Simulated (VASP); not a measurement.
# SrO (Fm-3m) in VASP: further runs

The runs below take SrO through vibrations by perturbation theory, with PBEsol.

Program: VASP 6.6.1. These are calculated values, not measurements. Logs are shortened: lines on timing, memory, paths and dates and some standing lists are left out, and cuts for length are marked.

### Step 1. The cell of the first run

It takes space group Fm-3m (No. 225, cubic). The conventional cell has a = 5.089 Å, b = 5.089 Å, c = 5.089 Å, α = 90.00°, β = 90.00°, γ = 90.00°. Sr (site symmetry m-3m) has 6 O at 2.54 Å within 3.4 Å. Within 3.4 Å of O (site symmetry m-3m) lie 6 Sr at 2.54 Å.

### Step 2. Vibrations by perturbation theory, PBEsol (volume scaled by 0.980)

Contents of INCAR:

```
PREC = Accurate
ENCUT = 520
EDIFF = 1E-8
ISMEAR = 0
SIGMA = 0.01
LREAL = False
LASPH = True
NELM = 80
ALGO = Normal
ISIF = 2
LWAVE = False
LCHARG = True
GGA = PS
NBANDS = 15
IBRION = 8
NSW = 1
```

Contents of KPOINTS:

```
Automatic mesh
0
Gamma
  8 8 8
```

Contents of POSCAR:

```
SrO
1.0
    0.0000000000      2.5442525327      2.5442525327
    2.5442525327      0.0000000000      2.5442525327
    2.5442525327      2.5442525327      0.0000000000
Sr O
1 1
Direct
    0.5000000000      0.5000000000      0.5000000000
    0.0000000000      0.0000000000      0.0000000000
```

Potentials or basis: VASP PAW PBE potentials, release 64 (Sr_sv, O).

Run with:

```
> cat potpaw_PBE.64/Sr_sv/POTCAR potpaw_PBE.64/O/POTCAR > POTCAR
> mpirun -np 1 vasp_std > vasp.out
```

OUTCAR:

```text
PREC = Accurate
   ENCUT = 520
   EDIFF = 1E-8
   ISMEAR = 0
   LREAL = False
   LASPH = True
   NELM = 80
   ISIF = 2
   GGA = PS
   IBRION = 8
   NSW = 1

 ion  position               nearest neighbor table
   1  0.500  0.500  0.500-   2 2.54   2 2.54   2 2.54   2 2.54   2 2.54   2 2.54
   2  0.000  0.000  0.000-   1 2.54   1 2.54   1 2.54   1 2.54   1 2.54   1 2.54

  LATTYP: Found a face centered cubic cell.
 ALAT       =     5.0885050654

  Lattice vectors:

 A1 = (   0.0000000000,   2.5442525327,   2.5442525327)
 A2 = (   2.5442525327,   0.0000000000,   2.5442525327)
 A3 = (   2.5442525327,   2.5442525327,   0.0000000000)

Analysis of symmetry for initial positions (statically):
=====================================================================
 Subroutine PRICEL returns:
 Original cell was already a primitive cell.

 Routine SETGRP: Setting up the symmetry group for a
 face centered cubic supercell.

 Subroutine GETGRP returns: Found 48 space group operations
 (whereof 48 operations were pure point group operations)
 out of a pool of 48 trial point group operations.

The static configuration has the point symmetry O_h .

Analysis of symmetry for dynamics (positions and initial velocities):
=====================================================================
 Subroutine PRICEL returns:
 Original cell was already a primitive cell.

 Routine SETGRP: Setting up the symmetry group for a
 face centered cubic supercell.

 Subroutine GETGRP returns: Found 48 space group operations
 (whereof 48 operations were pure point group operations)
 out of a pool of 48 trial point group operations.

The dynamic configuration has the point symmetry O_h .

 Subroutine INISYM returns: Found 48 space group operations
 (whereof 48 operations are pure point group operations),
 and found     1 'primitive' translations

[... 592 lines left out ...]
  in kB       26.5662235     26.5662235     26.5662235      0.0000000     -0.0000000      0.0000000
  external PRESSURE =      26.5662235 kB  Pullay stress =       0.0000000 kB

 VOLUME and BASIS-vectors are now :
 -----------------------------------------------------------------------------
  energy-cutoff  :      520.00
  volume of cell :       32.94
      direct lattice vectors                 reciprocal lattice vectors
     0.000000000  2.544252533  2.544252533    -0.196521373  0.196521373  0.196521373
     2.544252533  0.000000000  2.544252533     0.196521373 -0.196521373  0.196521373
     2.544252533  2.544252533  0.000000000     0.196521373  0.196521373 -0.196521373

 POSITION                                       TOTAL-FORCE (eV/Angst)
 -----------------------------------------------------------------------------------
      2.54425      2.54425      2.54425        -0.000000     -0.000000      0.000000
      0.00000      0.00000      0.00000         0.000000      0.000000     -0.000000
 -----------------------------------------------------------------------------------
    total drift:                                0.000000      0.000000      0.000000

  FREE ENERGIE OF THE ION-ELECTRON SYSTEM (eV)
  ---------------------------------------------------
  free  energy   TOTEN  =       -12.6319115573 eV

  energy  without entropy=      -12.6319115573  energy(sigma->0) =      -12.63191156

[... ionic steps 2 to 3 ...]

--------------------------------------- Ionic step        4  -------------------------------------------

------------------------ aborting loop because EDIFF is reached ----------------------------------------

[... ionic steps 5 to 6 ...]

--------------------------------------- Ionic step        7  -------------------------------------------

 Free energy of the ion-electron system (eV)
  ---------------------------------------------------
  ---------------------------------------------------
  free energy    TOTEN  =        -0.36361059 eV

  energy without entropy =       -0.36361059

------------------------ aborting loop because EDIFF is reached ----------------------------------------

 INTERNAL STRAIN TENSOR  FOR ION    2  DIRECTION 1   (eV/Angst):
 -----------------------------------------------------------------------------
     0.00054  0.00000 -0.00000
    -0.00000 -0.00400  0.00000
     0.00000  0.00000 -0.00400

 INTERNAL STRAIN TENSOR FOR ION    2 for displacements in x,y,z  (eV/Angst):
          X           Y           Z          XY          YZ          ZX
  --------------------------------------------------------------------------------
  x     0.00000     0.00000     0.00000     0.00000     0.00000     0.00000
  y     0.00000     0.00000     0.00000     0.00000     0.00000     0.00000
  z     0.00000     0.00000     0.00000     0.00000     0.00000     0.00000

 SECOND DERIVATIVES (NOT SYMMETRIZED)
 ------------------------------------
               1X          1Y          1Z          2X          2Y          2Z
  1X    -2.466203    0.000000    0.000000    2.466203    0.000000    0.000000
  1Y     0.000000   -2.466203    0.000000    0.000000    2.466203    0.000000
  1Z     0.000000    0.000000   -2.466203    0.000000    0.000000    2.466203
  2X     2.452695    0.000000    0.000000   -2.452695    0.000000    0.000000
  2Y     0.000000    2.452695    0.000000    0.000000   -2.452695    0.000000
  2Z     0.000000    0.000000    2.452695    0.000000    0.000000   -2.452695

 Eigenvectors and eigenvalues of the dynamical matrix
 ----------------------------------------------------

   1 f  =    6.659130 THz    41.840547 2PiTHz  222.124662 cm-1    27.539936 meV
             X         Y         Z           dx          dy          dz
      2.544253  2.544253  2.544253     0.000000    0.000000   -0.393865
      0.000000  0.000000  0.000000     0.000000    0.000000    0.919168
[... 21 lines left out ...]
   6 f/i=    0.006620 THz     0.041597 2PiTHz    0.220831 cm-1     0.027379 meV
             X         Y         Z           dx          dy          dz
      2.544253  2.544253  2.544253    -0.174835    0.740689    0.515444
      0.000000  0.000000  0.000000    -0.074917    0.317386    0.220869

--------------------------------------------------------------------------------------------------------

 ELASTIC MODULI CONTR FROM IONIC RELAXATION (kBar)
 Direction    XX          YY          ZZ          XY          YZ          ZX
 --------------------------------------------------------------------------------
 XX           0.0000      0.0000      0.0000      0.0000      0.0000      0.0000
 YY           0.0000      0.0000      0.0000      0.0000      0.0000      0.0000
 ZZ           0.0000      0.0000      0.0000      0.0000      0.0000      0.0000
 XY           0.0000      0.0000      0.0000      0.0000      0.0000      0.0000
 YZ           0.0000      0.0000      0.0000      0.0000      0.0000      0.0000
 ZX           0.0000      0.0000      0.0000      0.0000      0.0000      0.0000
 --------------------------------------------------------------------------------
```

OSZICAR:

```text
N       E                     dE             d eps       ncg     rms          rms(c)
DAV:   1     0.587875331268E+02    0.58788E+02   -0.77299E+03   870   0.100E+03
DAV:   2    -0.114119106088E+02   -0.70199E+02   -0.65079E+02  1196   0.215E+02
[... 49 lines left out ...]
RMM:   8    -0.363611724955E+00   -0.30158E-05   -0.34264E-07  3664   0.139E-03    0.412E-04
RMM:   9    -0.363610929307E+00    0.79565E-06    0.25651E-07  3765   0.533E-04    0.173E-04
RMM:  10    -0.363610771003E+00    0.15830E-06    0.13156E-07  3899   0.198E-04    0.108E-04
RMM:  11    -0.363610620221E+00    0.15078E-06    0.23772E-07  3616   0.947E-05    0.143E-05
RMM:  12    -0.363610588604E+00    0.31617E-07   -0.56005E-08  3857   0.367E-05    0.347E-06
RMM:  13    -0.363610590546E+00   -0.19412E-08   -0.10253E-09  3737   0.152E-05    0.324E-06
 Linear response finished
```

stdout:

```text
POSCAR found type information on POSCAR SrO
 POSCAR found :  2 types and       2 ions
 scaLAPACK will be used
 -----------------------------------------------------------------------------
|                                                                             |
|                                                                             |
|     You enforced a specific xc type in the INCAR file but a different       |
|     I HOPE YOU KNOW WHAT YOU ARE DOING!                                     |
|                                                                             |
 -----------------------------------------------------------------------------

 LDA part: xc-table for (Slater+PW92), standard interpolation
 POSCAR, INCAR and KPOINTS ok, starting setup
 FFT: planning ... GRIDC
 FFT: planning ... GRID_SOFT
 FFT: planning ... GRID
 WAVECAR not read
 entering main loop
 Linear response reoptimize wavefunctions to high precision
 Linear response DOF=           2
 Linear response progress:
 first order change of Fermi-energy   0.18890E-03
 force on displaced ion       1 direction 1 :  -2.466   0.000   0.000
 Linear response progress:
 first order change of Fermi-energy   0.35233E-04
 force on displaced ion       2 direction 1 :  -2.453   0.000   0.000
 Linear response finished
```

Wall time 65 s (1 thread of Intel Xeon 6975P-C (Granite Rapids), shared host); peak memory 0.22 GiB.

What came out:

- Highest phonon frequency at Γ, LO-TO splitting left out: 222 cm⁻¹

Phonon frequencies in cm⁻¹ (negative: imaginary):
```csv
q point,frequencies
"(0.000, 0.000, 0.000)",0 0 0 222 222 222
```

Caveat: the cell differs from its parent crystal (volume scaled by 0.980); the cell wasn't relaxed at this level first, which shifts response properties; the PAW data sets were made with another functional, which shifts forces and pressure a little.

### Step 3. Vibrations by perturbation theory, PBEsol

This run uses another cell than the first one, of 16.81 Å³/atom, 1.020 times its volume.

Contents of INCAR:

```
SYSTEM = SrO
PREC = Accurate ; ENCUT = 520
EDIFF = 1E-8 ; ISMEAR = 0
SIGMA = 0.01 ; LREAL = .False.
LASPH = .True. ; NELM = 80
ALGO = Normal ; ISIF = 2
LWAVE = .False. ; LCHARG = .False.
GGA = PS ; NBANDS = 15
IBRION = 8 ; NSW = 1
```

Contents of KPOINTS:

```
regular mesh
0
Gamma
  8 8 8
  0 0 0
```

Contents of POSCAR:

```
SrO
1.0
    0.0000000000      2.5614439497      2.5614439497
    2.5614439497      0.0000000000      2.5614439497
    2.5614439497      2.5614439497      0.0000000000
Sr O
1 1
Direct
    0.5000000000      0.5000000000      0.5000000000
    0.0000000000      0.0000000000      0.0000000000
```

Potentials or basis: VASP PAW PBE potentials, release 64 (Sr_sv, O).

Run with:

```
> cat potpaw_PBE.64/Sr_sv/POTCAR potpaw_PBE.64/O/POTCAR > POTCAR
> mpirun -np 1 vasp_std > vasp.out
```

OUTCAR:

```text
SYSTEM = SrO
   PREC = Accurate
   ENCUT = 520
   EDIFF = 1E-8
   ISMEAR = 0
   LREAL = .False.
   LASPH = .True.
   NELM = 80
   ISIF = 2
   GGA = PS
   IBRION = 8
   NSW = 1

 ion  position               nearest neighbor table
   1  0.500  0.500  0.500-   2 2.56   2 2.56   2 2.56   2 2.56   2 2.56   2 2.56
   2  0.000  0.000  0.000-   1 2.56   1 2.56   1 2.56   1 2.56   1 2.56   1 2.56

  LATTYP: Found a face centered cubic cell.
 ALAT       =     5.1228878994

  Lattice vectors:

 A1 = (   0.0000000000,   2.5614439497,   2.5614439497)
 A2 = (   2.5614439497,   0.0000000000,   2.5614439497)
 A3 = (   2.5614439497,   2.5614439497,   0.0000000000)

Analysis of symmetry for initial positions (statically):
=====================================================================
 Subroutine PRICEL returns:
 Original cell was already a primitive cell.

 Routine SETGRP: Setting up the symmetry group for a
 face centered cubic supercell.

 Subroutine GETGRP returns: Found 48 space group operations
 (whereof 48 operations were pure point group operations)
 out of a pool of 48 trial point group operations.

The static configuration has the point symmetry O_h .

Analysis of symmetry for dynamics (positions and initial velocities):
=====================================================================
 Subroutine PRICEL returns:
 Original cell was already a primitive cell.

[... 620 lines left out ...]
      0.00000      0.00000      0.00000         0.000000     -0.000000      0.000000
 -----------------------------------------------------------------------------------
    total drift:                                0.000000      0.000000      0.000000

  FREE ENERGIE OF THE ION-ELECTRON SYSTEM (eV)
  ---------------------------------------------------
  free  energy   TOTEN  =       -12.6391892057 eV

  energy  without entropy=      -12.6391892057  energy(sigma->0) =      -12.63918921

[... ionic steps 2 to 3 ...]

--------------------------------------- Ionic step        4  -------------------------------------------

------------------------ aborting loop because EDIFF is reached ----------------------------------------

[... ionic steps 5 to 6 ...]

--------------------------------------- Ionic step        7  -------------------------------------------

 Free energy of the ion-electron system (eV)
  ---------------------------------------------------
  ---------------------------------------------------
  free energy    TOTEN  =        -0.36355736 eV

  energy without entropy =       -0.36355736

------------------------ aborting loop because EDIFF is reached ----------------------------------------

 INTERNAL STRAIN TENSOR  FOR ION    2  DIRECTION 1   (eV/Angst):
 -----------------------------------------------------------------------------
     0.00062  0.00000 -0.00000
    -0.00000 -0.00371 -0.00000
     0.00000 -0.00000 -0.00371

 INTERNAL STRAIN TENSOR FOR ION    2 for displacements in x,y,z  (eV/Angst):
          X           Y           Z          XY          YZ          ZX
  --------------------------------------------------------------------------------
  x     0.00000     0.00000     0.00000     0.00000     0.00000     0.00000
  y     0.00000     0.00000     0.00000     0.00000     0.00000     0.00000
  z     0.00000     0.00000     0.00000     0.00000     0.00000     0.00000

 SECOND DERIVATIVES (NOT SYMMETRIZED)
 ------------------------------------
               1X          1Y          1Z          2X          2Y          2Z
  1X    -2.201199    0.000000    0.000000    2.201199    0.000000    0.000000
  1Y     0.000000   -2.201199    0.000000    0.000000    2.201199    0.000000
  1Z     0.000000    0.000000   -2.201199    0.000000    0.000000    2.201199
  2X     2.196886    0.000000    0.000000   -2.196886    0.000000    0.000000
  2Y     0.000000    2.196886    0.000000    0.000000   -2.196886    0.000000
  2Z     0.000000    0.000000    2.196886    0.000000    0.000000   -2.196886

 Eigenvectors and eigenvalues of the dynamical matrix
 ----------------------------------------------------

   1 f  =    6.300579 THz    39.587707 2PiTHz  210.164701 cm-1    26.057090 meV
             X         Y         Z           dx          dy          dz
      2.561444  2.561444  2.561444     0.393277   -0.000000   -0.000000
      0.000000  0.000000  0.000000    -0.919420   -0.000000   -0.000000
[... 21 lines left out ...]
   6 f/i=    0.002234 THz     0.014038 2PiTHz    0.074523 cm-1     0.009240 meV
             X         Y         Z           dx          dy          dz
      2.561444  2.561444  2.561444     0.004950    0.037381    0.918647
      0.000000  0.000000  0.000000     0.002117    0.015990    0.392946

--------------------------------------------------------------------------------------------------------

 ELASTIC MODULI CONTR FROM IONIC RELAXATION (kBar)
 Direction    XX          YY          ZZ          XY          YZ          ZX
 --------------------------------------------------------------------------------
 XX           0.0000      0.0000      0.0000      0.0000      0.0000      0.0000
 YY           0.0000      0.0000      0.0000      0.0000      0.0000      0.0000
 ZZ           0.0000      0.0000      0.0000      0.0000      0.0000      0.0000
 XY           0.0000      0.0000      0.0000      0.0000      0.0000      0.0000
 YZ           0.0000      0.0000      0.0000      0.0000      0.0000      0.0000
 ZX           0.0000      0.0000      0.0000      0.0000      0.0000      0.0000
 --------------------------------------------------------------------------------
```

stdout:

```text
POSCAR found type information on POSCAR SrO
 POSCAR found :  2 types and       2 ions
 scaLAPACK will be used
 -----------------------------------------------------------------------------
|                                                                             |
|                                                                             |
|     You enforced a specific xc type in the INCAR file but a different       |
|     I HOPE YOU KNOW WHAT YOU ARE DOING!                                     |
|                                                                             |
 -----------------------------------------------------------------------------

 LDA part: xc-table for (Slater+PW92), standard interpolation
 POSCAR, INCAR and KPOINTS ok, starting setup
 FFT: planning ... GRIDC
 FFT: planning ... GRID_SOFT
 FFT: planning ... GRID
 WAVECAR not read
 entering main loop
 Linear response reoptimize wavefunctions to high precision
 Linear response DOF=           2
 Linear response progress:
 first order change of Fermi-energy   0.18932E-03
 force on displaced ion       1 direction 1 :  -2.201   0.000   0.000
 Linear response progress:
 first order change of Fermi-energy   0.41577E-04
 force on displaced ion       2 direction 1 :  -2.197   0.000   0.000
 Linear response finished
```

It took 68 s on 1 thread of Intel Xeon 6975P-C (Granite Rapids), shared host; peak memory 0.22 GiB.

Results:

- Highest phonon frequency at Γ, LO-TO splitting left out: 210 cm⁻¹

Phonon frequencies in cm⁻¹ (negative: imaginary):
```csv
q point,frequencies
"(0.000, 0.000, 0.000)",0 0 0 210 210 210
```

Caveat: the PAW data sets were made with another functional, which shifts forces and pressure a little.

(Continued in part 2 of 2.)
